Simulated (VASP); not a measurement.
# Ge (I4_1/amd) in VASP: a series of runs

The runs below take Ge through single point, with PBEsol, LDA.

Everything below comes from runs of VASP 6.6.1. Logs are shortened: lines on timing, memory, paths and dates and some standing lists are left out, and cuts for length are marked.

### 1 The cell of the first run

The structure is tetragonal, space group I4_1/amd (No. 141). The conventional cell has a = 5.149 Å, b = 5.149 Å, c = 2.795 Å, α = 90.00°, β = 90.00°, γ = 90.00°. Ge (site symmetry -4m2) has 10 Ge at 2.67 to 3.32 Å within 3.5 Å.

### 2 Single point, PBEsol, non-collinear spin, zero start, spin-orbit coupling

Input file INCAR:

```
SYSTEM = Ge
PREC = Accurate ; ENCUT = 520
EDIFF = 1E-6 ; ISMEAR = -1
SIGMA = 0.05 ; LREAL = .FALSE.
LASPH = .TRUE. ; NELM = 150
ALGO = Normal ; ISIF = 2
LWAVE = .FALSE. ; LCHARG = .FALSE.
LNONCOLLINEAR = .TRUE. ; MAGMOM = 0 0 0 0 0 0
LORBIT = 11 ; LSORBIT = .TRUE.
GGA_COMPAT = .FALSE. ; LORBMOM = .TRUE.
GGA = PS ; NBANDS = 40
```

Input file KPOINTS:

```
regular mesh
0
G
  8 8 8
  0 0 0
```

Input file POSCAR:

```
Ge
1.0
   -2.5744897190      2.5744897190      1.3974126432
    2.5744897190     -2.5744897190      1.3974126432
    2.5744897190      2.5744897190     -1.3974126432
Ge
2
Direct
    0.5000000000      0.5000000000      0.0000000000
    0.2500000000      0.7500000000      0.5000000000
```

Potentials or basis: VASP PAW PBE potentials, release 64 (Ge_d).

Started as:

```
cat potpaw_PBE.64/Ge_d/POTCAR > POTCAR
mpirun -np 1 vasp_ncl > vasp.out
```

OUTCAR:

```text
SYSTEM = Ge
   PREC = Accurate
   ENCUT = 520
   EDIFF = 1E-6
   ISMEAR = -1
   LREAL = .FALSE.
   LASPH = .TRUE.
   NELM = 150
   ISIF = 2
   LNONCOLLINEAR = .TRUE.
   LORBIT = 11
   LSORBIT = .TRUE.
   GGA = PS

 ion  position               nearest neighbor table
   1  0.500  0.500  0.000-   2 2.67   2 2.67   2 2.67   2 2.67
   2  0.250  0.750  0.500-   1 2.67   1 2.67   1 2.67   1 2.67

  LATTYP: Found a body centered tetragonal cell.
 ALAT       =     5.1489794380
 C/A-ratio  =     0.5427920853

  Lattice vectors:

 A1 = (  -2.5744897190,   2.5744897190,   1.3974126432)
 A2 = (   2.5744897190,  -2.5744897190,   1.3974126432)
 A3 = (   2.5744897190,   2.5744897190,  -1.3974126432)

Analysis of symmetry for initial positions (statically):
=====================================================================
 Subroutine PRICEL returns:
 Original cell was already a primitive cell.

 Routine SETGRP: Setting up the symmetry group for a
 body centered tetragonal supercell.

 Subroutine GETGRP returns: Found 16 space group operations
 (whereof  8 operations were pure point group operations)
 out of a pool of 16 trial point group operations.

The static configuration has the point symmetry D_2d.
 The point group associated with its full space group is D_4h.

Analysis of symmetry for dynamics (positions and initial velocities):
=====================================================================
 Subroutine PRICEL returns:
 Original cell was already a primitive cell.

 Routine SETGRP: Setting up the symmetry group for a
 body centered tetragonal supercell.

 Subroutine GETGRP returns: Found 16 space group operations
 (whereof  8 operations were pure point group operations)
 out of a pool of 16 trial point group operations.

The dynamic configuration has the point symmetry D_2d.
 The point group associated with its full space group is D_4h.

Analysis of structural, dynamic, and magnetic symmetry:
=====================================================================
 Subroutine PRICEL returns:
 Original cell was already a primitive cell.

 Routine SETGRP: Setting up the symmetry group for a
 body centered tetragonal supercell.

 Subroutine GETGRP returns: Found 16 space group operations
 (whereof  8 operations were pure point group operations)
 out of a pool of 16 trial point group operations.

The overall configuration has the point symmetry D_2d.
 The point group associated with its full space group is D_4h.

 Subroutine INISYM returns: Found 16 space group operations
 (whereof  8 operations are pure point group operations),
 and found     1 'primitive' translations

----------------------------------------------------------------------------------------

                                     Primitive cell

  volume of cell :      37.0482

  direct lattice vectors                    reciprocal lattice vectors
    -2.574489719  2.574489719  1.397412643     0.000000000  0.194213244  0.357804119
     2.574489719 -2.574489719  1.397412643     0.194213244  0.000000000  0.357804119
     2.574489719  2.574489719 -1.397412643     0.194213244  0.194213244  0.000000000

  length of vectors
     3.899840602  3.899840602  3.899840602     0.407114937  0.407114937  0.274659004

  position of ions in fractional coordinates (direct lattice)
     0.500000000  0.500000000  0.000000000
     0.250000000  0.750000000  0.500000000

  ion indices of the primitive-cell ions
   primitive index   ion index
                 1           1
                 2           2

----------------------------------------------------------------------------------------

 KPOINTS: regular mesh

Automatic generation of k-mesh.
 Grid dimensions read from file:
 generate k-points for:    8    8    8

 Generating k-lattice:

[... 99 lines left out ...]

 number of electron      28.0000028 magnetization       0.0000000     -0.0000000     -0.0000000

 number of electron      28.0000028 magnetization      -0.0000000      0.0000000      0.0000000

 Free energy of the ion-electron system (eV)
  ---------------------------------------------------
  ext. energy  EPLUGINS =         0.00000000
  ---------------------------------------------------
  free energy    TOTEN  =        -9.53757605 eV

  energy without entropy =       -9.53038696  energy(sigma->0) =       -9.53398151

 E-fermi :   6.6095     XC(G=0): -11.4698

 val. band max:        6.5491147968   @ k =  -0.2500   0.2500   0.2500
 cond. band min:       6.6821949843   @ k =   0.3750   0.3750   0.1250
 fundamental gap:      0.1330801875
 Fermi energy:         6.6095414501

 k-point     1 :       0.0000    0.0000    0.0000
  band No.  band energies     occupation
      1     -18.2523      1.00000
      2     -18.2523      1.00000
      3     -18.2427      1.00000
      4     -18.2427      1.00000
      5     -18.2234      1.00000
      6     -18.2234      1.00000
[... 1021 lines left out ...]
     39      16.6290      0.00000
     40      16.6292      0.00000

 [... further k-points ...]

------------------------ aborting loop because EDIFF is reached ----------------------------------------

  FORCE on cell =-STRESS in cart. coord.  units (eV):
  Direction    XX          YY          ZZ          XY          YZ          ZX
  --------------------------------------------------------------------------------------
  -------------------------------------------------------------------------------------
  Total       -0.5433772     -0.5433772      0.5410272      0.0000000      0.0000000      0.0000000
  in kB      -23.4987651    -23.4987651     23.3971370      0.0000000      0.0000000      0.0000000
  external PRESSURE =      -7.8667977 kB  Pullay stress =       0.0000000 kB

 VOLUME and BASIS-vectors are now :
 -----------------------------------------------------------------------------
  energy-cutoff  :      520.00
  volume of cell :       37.05
      direct lattice vectors                 reciprocal lattice vectors
    -2.574489719  2.574489719  1.397412643     0.000000000  0.194213244  0.357804119
     2.574489719 -2.574489719  1.397412643     0.194213244  0.000000000  0.357804119
     2.574489719  2.574489719 -1.397412643     0.194213244  0.194213244  0.000000000

 POSITION                                       TOTAL-FORCE (eV/Angst)
 -----------------------------------------------------------------------------------
      0.00000      0.00000      1.39741         0.000000     -0.000000      0.000000
      2.57449      0.00000      0.69871        -0.000000      0.000000     -0.000000
 -----------------------------------------------------------------------------------
    total drift:                                0.000000     -0.000000      0.000000

  FREE ENERGIE OF THE ION-ELECTRON SYSTEM (eV)
  ---------------------------------------------------
  free  energy   TOTEN  =        -9.5375760505 eV

  energy  without entropy=       -9.5303869617  energy(sigma->0) =       -9.53398151

 orbital moment (x)

 # of ion     p       d       tot
 ----------------------------------------
  1         0.000   0.000   0.000
  2         0.000  -0.000  -0.000
 ----------------------------------------
            0.000   0.000   0.000

 orbital moment (y)

 # of ion     p       d       tot
 ----------------------------------------
  1        -0.000   0.000  -0.000
  2        -0.000   0.000  -0.000
 ----------------------------------------
           -0.000   0.000  -0.000

 orbital moment (z)

 # of ion     p       d       tot
 ----------------------------------------
  1         0.000   0.000   0.000
  2         0.000   0.000   0.000
 ----------------------------------------
            0.000   0.000   0.000

 Spin-Orbit-Coupling matrix elements

 Ion:    1  E_soc:     -0.0180150
 l=   1
     0.0000000    -0.0020497    -0.0020993
    -0.0020497     0.0000000    -0.0020497
    -0.0020993    -0.0020497     0.0000000
 l=   2
     0.0000000    -0.0001898     0.0000000    -0.0001898    -0.0007451
    -0.0001898     0.0000000    -0.0005613    -0.0001887    -0.0001865
     0.0000000    -0.0005613     0.0000000    -0.0005613     0.0000000
    -0.0001898    -0.0001887    -0.0005613     0.0000000    -0.0001865
    -0.0007451    -0.0001865     0.0000000    -0.0001865     0.0000000
 l=   3
     0.0000000     0.0000000     0.0000000     0.0000000     0.0000000     0.0000000     0.0000000
     0.0000000     0.0000000     0.0000000     0.0000000     0.0000000     0.0000000     0.0000000
     0.0000000     0.0000000     0.0000000     0.0000000     0.0000000     0.0000000     0.0000000
     0.0000000     0.0000000     0.0000000     0.0000000     0.0000000     0.0000000     0.0000000
     0.0000000     0.0000000     0.0000000     0.0000000     0.0000000     0.0000000     0.0000000
     0.0000000     0.0000000     0.0000000     0.0000000     0.0000000     0.0000000     0.0000000
     0.0000000     0.0000000     0.0000000     0.0000000     0.0000000     0.0000000     0.0000000

 Ion:    2  E_soc:     -0.0180150
 l=   1
     0.0000000    -0.0020497    -0.0020993
    -0.0020497     0.0000000    -0.0020497
    -0.0020993    -0.0020497     0.0000000
 l=   2
     0.0000000    -0.0001898     0.0000000    -0.0001898    -0.0007451
    -0.0001898     0.0000000    -0.0005613    -0.0001887    -0.0001865
     0.0000000    -0.0005613     0.0000000    -0.0005613     0.0000000
    -0.0001898    -0.0001887    -0.0005613     0.0000000    -0.0001865
    -0.0007451    -0.0001865     0.0000000    -0.0001865     0.0000000
 l=   3
     0.0000000     0.0000000     0.0000000     0.0000000     0.0000000     0.0000000     0.0000000
     0.0000000     0.0000000     0.0000000     0.0000000     0.0000000     0.0000000     0.0000000
     0.0000000     0.0000000     0.0000000     0.0000000     0.0000000     0.0000000     0.0000000
     0.0000000     0.0000000     0.0000000     0.0000000     0.0000000     0.0000000     0.0000000
     0.0000000     0.0000000     0.0000000     0.0000000     0.0000000     0.0000000     0.0000000
     0.0000000     0.0000000     0.0000000     0.0000000     0.0000000     0.0000000     0.0000000
     0.0000000     0.0000000     0.0000000     0.0000000     0.0000000     0.0000000     0.0000000

 total charge

# of ion       s       p       d       tot
------------------------------------------
    1        1.204   1.033  10.029  12.266
    2        1.204   1.033  10.029  12.266
--------------------------------------------------
tot          2.409   2.067  20.057  24.533

 magnetization (x)

# of ion       s       p       d       tot
------------------------------------------
    1       -0.000   0.000   0.000  -0.000
    2        0.000   0.000   0.000   0.000
--------------------------------------------------
tot          0.000   0.000   0.000   0.000

 magnetization (y)

# of ion       s       p       d       tot
------------------------------------------
    1        0.000  -0.000  -0.000   0.000
    2        0.000   0.000   0.000   0.000
--------------------------------------------------
tot          0.000  -0.000  -0.000   0.000

 magnetization (z)

# of ion       s       p       d       tot
------------------------------------------
    1       -0.000   0.000  -0.000  -0.000
    2       -0.000  -0.000  -0.000  -0.000
--------------------------------------------------
tot         -0.000  -0.000  -0.000  -0.000
```

Run time: 1.8 min. Hardware: 1 thread of Intel Xeon 6975P-C (Granite Rapids), shared host; peak memory 0.34 GiB.

What came out:

```yaml
Free_energy: -9.5376 eV
Pressure: -0.8 GPa
Net_moment: 0.00 μB per cell
Valence_electrons_inside_the_program's_atomic_spheres: Ge 12.27
```

Stress tensor (GPa, compression positive):
```
-2.35  0.00  0.00
 0.00 -2.35  0.00
 0.00  0.00  2.34
```

Moments on the atoms (μB; x, y, z):
```
Ge  0.00 0.00 0.00
Ge  0.00 0.00 0.00
```

Caveat: the PAW data sets were made with another functional, which shifts forces and pressure a little.

### 3 Single point, LDA

Input file INCAR:

```
SYSTEM = Ge
PREC = Accurate ; ENCUT = 520
EDIFF = 1E-6 ; ISMEAR = -1
SIGMA = 0.05 ; LREAL = .False.
LASPH = .True. ; NELM = 60
ALGO = Normal ; ISIF = 2
LWAVE = .False. ; LCHARG = .False.
GGA = CA ; NBANDS = 21
```

Input file KPOINTS:

```
Automatic mesh
0
Gamma
  11 11 11
  0 0 0
```

POSCAR is that of step 2.

Potentials or basis: VASP PAW LDA potentials, release 64 (Ge_d).

Started as:

```
cat potpaw_LDA.64/Ge_d/POTCAR > POTCAR
mpirun -np 1 vasp_std > vasp.out
```

Run time: 96 s. Hardware: 1 thread of Intel Xeon 8259CL, shared host; peak memory 0.2 GiB.

It converged, with:

| Quantity | Value |
| --- | --- |
| Free energy | -10.0245 eV |
| Pressure | -2.4 GPa |
| Band gap on the k mesh | zero (bands 14 and 15 overlap by 4.64 eV) |

Stress tensor (GPa, compression positive):
```
-2.35  0.00  0.00
 0.00 -2.35  0.00
 0.00  0.00 -2.62
```

Levels at points of the mesh, in eV from the Fermi level:
| k point | band 10 | band 11 | band 12 | band 13 | band 14 | band 15 | band 16 | band 17 | band 18 | band 19 |
| --- | --- | --- | --- | --- | --- | --- | --- | --- | --- | --- |
| (0.00, 0.00, 0.00) | -24.52 | -13.31 | -4.16 | -2.34 | -2.34 | 3.36 | 7.51 | 7.51 | 8.06 | 8.24 |
